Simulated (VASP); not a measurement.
# TaH4 (C2/m) in VASP: relaxation of cell and atoms with PBE

Aim: the relaxation of cell and atoms of TaH4 with PBE.

All numbers are computed with VASP 6.6.1; they aren't measurements. Logs are shortened: lines on timing, memory, paths and dates and some standing lists are left out, and cuts for length are marked.

**1. The cell of the first run**

Symmetry: C2/m, No. 12, monoclinic system. The conventional cell has a = 4.880 Å, b = 2.906 Å, c = 9.418 Å, α = 90.00°, β = 99.99°, γ = 90.00°. Within 2.7 Å of Ta (site symmetry 2/m) lie 6 H at 2.00 to 2.01 Å. H (site symmetry m) has 1 H at 0.75 Å within 1.0 Å. H (site symmetry m) has 3 Ta at 2.00 to 2.01 Å and 9 H at 2.79 to 2.91 Å within 3.0 Å.

**2. Relaxation of cell and atoms, PBE**

File INCAR:

```
PREC = Accurate ; ENCUT = 600
EDIFF = 1E-6 ; ISMEAR = 0
SIGMA = 0.1 ; LREAL = F
LASPH = T ; NELM = 60
ALGO = Normal ; ISIF = 3
LWAVE = F ; LCHARG = F
GGA = PE ; IBRION = 2
NSW = 100 ; EDIFFG = -0.01
```

File KPOINTS:

```
regular mesh
0
Gamma
  12 12 4
```

File POSCAR:

```
TaH4
1.0
    2.4400494290     -1.4531888363     -0.0068950096
    2.4400494290      1.4531888363     -0.0068950096
   -1.6067976048      0.0000000000      9.2795903364
Ta H
1 4
Direct
    0.5000000000      0.5000000000      0.0000000000
    0.9493181479      0.9493181479      0.5256663672
    0.7951779706      0.7951779706      0.8766754901
    0.2048220294      0.2048220294      0.1233245099
    0.0506818521      0.0506818521      0.4743336328
```

Potentials or basis: VASP PAW PBE potentials, release 64 (Ta_pv, H).

Launch:

```bash
> cat potpaw_PBE.64/Ta_pv/POTCAR potpaw_PBE.64/H/POTCAR > POTCAR
> mpirun -np 1 vasp_std > vasp.out
```

OUTCAR:

```text
PREC = Accurate
   ENCUT = 600
   EDIFF = 1E-6
   ISMEAR = 0
   LREAL = F
   LASPH = T
   NELM = 60
   ISIF = 3
   GGA = PE
   IBRION = 2
   NSW = 100
   EDIFFG = -0.01

 ion  position               nearest neighbor table
   1  0.500  0.500  0.000-   3 2.00   4 2.00   4 2.01   4 2.01   3 2.01   3 2.01
   2  0.949  0.949  0.526-   5 0.75
   3  0.795  0.795  0.877-   1 2.00   1 2.01   1 2.01
   4  0.205  0.205  0.123-   1 2.00   1 2.01   1 2.01
   5  0.051  0.051  0.474-   2 0.75

  LATTYP: Found a base centered monoclinic cell.
 ALAT       =     4.8801183416
 B/A-ratio  =     0.5955547528
 C/A-ratio  =     1.9298045593
 COS(beta)  =    -0.1733987533

  Lattice vectors:

 A1 = (   2.4400494290,  -1.4531888363,  -0.0068950096)
 A2 = (   2.4400494290,   1.4531888363,  -0.0068950096)
 A3 = (  -1.6067976048,   0.0000000000,   9.2795903364)

Analysis of symmetry for initial positions (statically):
=====================================================================
 Subroutine PRICEL returns:
 Original cell was already a primitive cell.

 Routine SETGRP: Setting up the symmetry group for a
 base centered monoclinic supercell.

 Subroutine GETGRP returns: Found  4 space group operations
 (whereof  4 operations were pure point group operations)
 out of a pool of  4 trial point group operations.

The static configuration has the point symmetry C_2h.

Analysis of symmetry for dynamics (positions and initial velocities):
=====================================================================
 Subroutine PRICEL returns:
 Original cell was already a primitive cell.

 Routine SETGRP: Setting up the symmetry group for a
 base centered monoclinic supercell.

 Subroutine GETGRP returns: Found  4 space group operations
 (whereof  4 operations were pure point group operations)
 out of a pool of  4 trial point group operations.

The dynamic configuration has the point symmetry C_2h.

 Subroutine INISYM returns: Found  4 space group operations
 (whereof  4 operations are pure point group operations),
 and found     1 'primitive' translations

----------------------------------------------------------------------------------------

                                     Primitive cell

  volume of cell :      65.7759

  direct lattice vectors                    reciprocal lattice vectors
     2.440049429 -1.453188836 -0.006895010     0.205014194 -0.344070906  0.035499015
     2.440049429  1.453188836 -0.006895010     0.205014194  0.344070906  0.035499015
    -1.606797605  0.000000000  9.279590336     0.000304663  0.000000000  0.107816132

  length of vectors
     2.840008196  2.840008196  9.417674626     0.402089279  0.402089279  0.107816562

  position of ions in fractional coordinates (direct lattice)
     0.500000000  0.500000000  0.000000000
     0.949318148  0.949318148  0.525666367
     0.795177971  0.795177971  0.876675490
     0.204822029  0.204822029  0.123324510
     0.050681852  0.050681852  0.474333633

  ion indices of the primitive-cell ions
   primitive index   ion index
                 1           1
                 2           2
                 3           3
                 4           4
                 5           5

----------------------------------------------------------------------------------------

 KPOINTS: regular mesh

Automatic generation of k-mesh.
 Grid dimensions read from file:
 generate k-points for:   12   12    4

 Generating k-lattice:

  Cartesian coordinates                     Fractional coordinates (reciprocal lattice)
     0.017084516 -0.028672576  0.002958251     0.083333333  0.000000000 -0.000000000
     0.017084516  0.028672576  0.002958251     0.000000000  0.083333333 -0.000000000
     0.000076166  0.000000000  0.026954033     0.000000000  0.000000000  0.250000000

  Length of vectors
     0.033507440  0.033507440  0.026954140

  Shift w.r.t. Gamma in fractional coordinates (k-lattice)
     0.000000000  0.000000000  0.000000000

 Subroutine IBZKPT returns following result:
 ===========================================

 Found    164 irreducible k-points:

 Following reciprocal coordinates:
            Coordinates               Weight
  0.000000  0.000000  0.000000      1.000000
  0.083333  0.000000  0.000000      4.000000
  0.166667 -0.000000  0.000000      4.000000
  0.250000 -0.000000  0.000000      4.000000
  0.333333  0.000000  0.000000      4.000000
  0.416667  0.000000  0.000000      4.000000
[... 16 lines left out ...]
  0.500000  0.166667  0.000000      4.000000
 -0.416667  0.166667  0.000000      4.000000
 [... further k-points ...]
   k-points           NKPTS =    164   k-points in BZ     NKDIM =    164   number of bands    NBANDS=     11
   number of dos      NEDOS =    301   number of ions     NIONS =      5
   total plane-waves  NPLWV =  46080
   dimension x,y,z NGX =    24 NGY =   24 NGZ =   80
   dimension x,y,z NGXF=    48 NGYF=   48 NGZF=  160
   ions per type =               1   4
   NGX,Y,Z   is equivalent  to a cutoff of  14.05, 14.05, 14.12 a.u.
   NGXF,Y,Z  is equivalent  to a cutoff of  28.10, 28.10, 28.24 a.u.
 SYSTEM =  unknown system
   PREC   = accura    normal or accurate (medium, high low for compatibility)
   ISTART =      0    job   : 0-new  1-cont  2-samecut
   ICHARG =      2    charge: 1-file 2-atom 10-const
   ISPIN  =      1    spin polarized calculation?
   LNONCOLLINEAR =      F non collinear calculations
   LSORBIT =      F    spin-orbit coupling
   LASPH  =      T    aspherical Exc in radial PAW
   ENCUT  =  600.0 eV  44.10 Ry    6.64 a.u.   5.67  5.67 18.81*2*pi/ulx,y,z
   NELM   =     60;   NELMIN=  2; NELMDL= -5     # of ELM steps
   EDIFF  = 0.1E-05   stopping-criterion for ELM
   LREAL  =      F    real-space projection
   EDIFFG = -.1E-01   stopping-criterion for IOM
   NSW    =    100    number of steps for IOM
   IBRION =      2    ionic relax: 0-MD 1-quasi-New 2-CG
   NFREE  =      1    steps in history (QN), initial steepest desc. (CG)
   ISIF   =      3    stress and relaxation
   ISYM   =      2    0-nonsym 1-usesym 2-fastsym
   POTIM  = 0.5000    time-step for ionic-motion
   TEBEG  =    0.0;   TEEND  =   0.0 temperature during run
   PSTRESS=    0.0 pullay stress
   NELECT =      15.0000    total number of electrons
   NUPDOWN=      -1.0000    fix difference up-down
   EMIN   =  10.00;   EMAX   =-10.00  energy-range for DOS
   EFERMI =   0.00;   METHOD = LEGACY
   ISMEAR =     0;   SIGMA  =   0.10  broadening in eV -4-tet -1-fermi 0-gaus
   EFERMI_NEDOS =   21; number of points for ismear=-14 and -15
   IALGO  =     38    algorithm
   IMIX   =      4    mixing-type and parameters
     AMIX     =   0.40;   BMIX     =  1.00
     AMIX_MAG =   1.60;   BMIX_MAG =  1.00
  volume/ion in A,a.u.               =      13.16        88.78
  Fermi-wavevector in a.u.,A,eV,Ry     =   1.000191  1.890087 13.611024  1.000382
  Thomas-Fermi vector in A             =   2.132531
   LORBIT       =      0    0 simple, 1 ext, 2 COOP (PROOUT), +10 PAW based schemes
   GGA     = PE    functional components
   LHFCALC =     F    Hartree Fock is set to
   AEXX    =    0.0000 exact exchange contribution
   IVDW    =     0    specifies the selected vdW correction
   LEPSILON=     F    determine dielectric tensor
   LRPA    =     F    only Hartree local field effects (RPA)
 conjugate gradient relaxation of ions
 non-spin polarized calculation
 Gauss-broadening in eV      SIGMA  =   0.10
  energy-cutoff  :      600.00
  volume of cell :       65.78
 maximum number of plane-waves:      2216
   NGX = 11   NGY = 11   NGZ = 37

--------------------------------------- Ionic step        1  -------------------------------------------

 number of electron      15.0000000 magnetization

 Free energy of the ion-electron system (eV)
  ---------------------------------------------------
  ext. energy  EPLUGINS =         0.00000000
  ---------------------------------------------------
  free energy    TOTEN  =       -24.86755636 eV

  energy without entropy =      -24.86545567  energy(sigma->0) =      -24.86650601

------------------------ aborting loop because EDIFF is reached ----------------------------------------

  FORCE on cell =-STRESS in cart. coord.  units (eV):
  Direction    XX          YY          ZZ          XY          YZ          ZX
  --------------------------------------------------------------------------------------
  -------------------------------------------------------------------------------------
  Total        0.0013777      0.0052374      0.0161477      0.0000000      0.0000000      0.0053524
  in kB        0.0335591      0.1275744      0.3933283      0.0000000      0.0000000      0.1303737
  external PRESSURE =       0.1848206 kB  Pullay stress =       0.0000000 kB
[... 63 lines left out ...]
  energy  without entropy=      -24.8654436379  energy(sigma->0) =      -24.86649347

--------------------------------------- Ionic step        3  -------------------------------------------

 number of electron      15.0000000 magnetization

 Free energy of the ion-electron system (eV)
  ---------------------------------------------------
  ext. energy  EPLUGINS =         0.00000000
  ---------------------------------------------------
  free energy    TOTEN  =       -24.86756472 eV

  energy without entropy =      -24.86546504  energy(sigma->0) =      -24.86651488

 E-fermi :  -0.2360     XC(G=0):  -7.3173

 val. band max:       -0.2864741278   @ k =   0.3333   0.2500   0.0000
 cond. band min:      -0.1128459733   @ k =   0.0833   0.0833   0.2500
 fundamental gap:      0.1736281545
 Fermi energy:        -0.2359937104

 k-point     1 :       0.0000    0.0000    0.0000
  band No.  band energies     occupation
      1     -35.3205      2.00000
      2     -34.3377      2.00000
      3     -34.2609      2.00000
      4      -9.6598      2.00000
      5      -7.5454      2.00000
      6      -5.2006      2.00000
      7      -2.5595      2.00000
      8      -0.3921      1.97275
      9       0.2984      0.00000
     10       3.1396      0.00000
     11       3.2543      0.00000
[... 309 lines left out ...]
 k-point    24 :      -0.4167    0.1667    0.0000
  band No.  band energies     occupation
      1     -35.3762      2.00000
      2     -35.1143      2.00000
      3     -34.7421      2.00000
      4      -6.6956      2.00000
      5      -5.5885      2.00000
      6      -4.4761      2.00000
      7      -2.9276      2.00000
      8       0.3991      0.00000
      9       0.4524      0.00000
     10       4.5335      0.00000
     11       5.3909      0.00000

 [... further k-points ...]
[... 5 lines left out ...]
  --------------------------------------------------------------------------------------
  -------------------------------------------------------------------------------------
  Total        0.0093975      0.0017139      0.0187089      0.0000000      0.0000000     -0.0036149
  in kB        0.2288864      0.0417441      0.4556764      0.0000000      0.0000000     -0.0880451
  external PRESSURE =       0.2421023 kB  Pullay stress =       0.0000000 kB
[... 20 lines left out ...]
  FREE ENERGIE OF THE ION-ELECTRON SYSTEM (eV)
  ---------------------------------------------------
  free  energy   TOTEN  =       -24.8675647190 eV

  energy  without entropy=      -24.8654650440  energy(sigma->0) =      -24.86651488

 reached required accuracy - stopping structural energy minimisation
```

It took 3.9 min on 1 thread of Intel Xeon Platinum 8259CL at 2.50GHz (Skylake/Cascade Lake), shared host; peak memory 0.33 GiB.

What came out:

```yaml
Free_energy: -24.8676 eV
Energy_gained_by_relaxing: 0.0 meV/atom
Ionic_steps: 3
Pressure_after_relaxing: 0.0 GPa
Largest_force_after_relaxing: 0.007 eV/Å
Band_gap_on_the_k_mesh: zero (an odd number of electrons rules out a gap without spin polarisation)
```

Forces on the atoms (eV/Å):
```
Ta   0.000  0.000  0.000
H   -0.003  0.000  0.003
H    0.001  0.000 -0.007
H   -0.001  0.000  0.007
H    0.003  0.000 -0.003
```

Final structure:
```
Ta H
1.0
     2.44006   -1.45322   -0.00685
     2.44006    1.45322   -0.00685
    -1.60662    0.00000    9.28011
Ta H
1 4
Cartesian
  2.4401 0.0000 -0.0068
  3.7885 0.0000 4.8650
  2.4721 0.0000 8.1246
  0.8014 0.0000 1.1418
  -0.5150 0.0000 4.4014
```

Caveat: spin-orbit coupling is left out, which moves the levels of the heavy elements.

The gap in the log of VASP goes by the Fermi energy; the results here count the filled bands.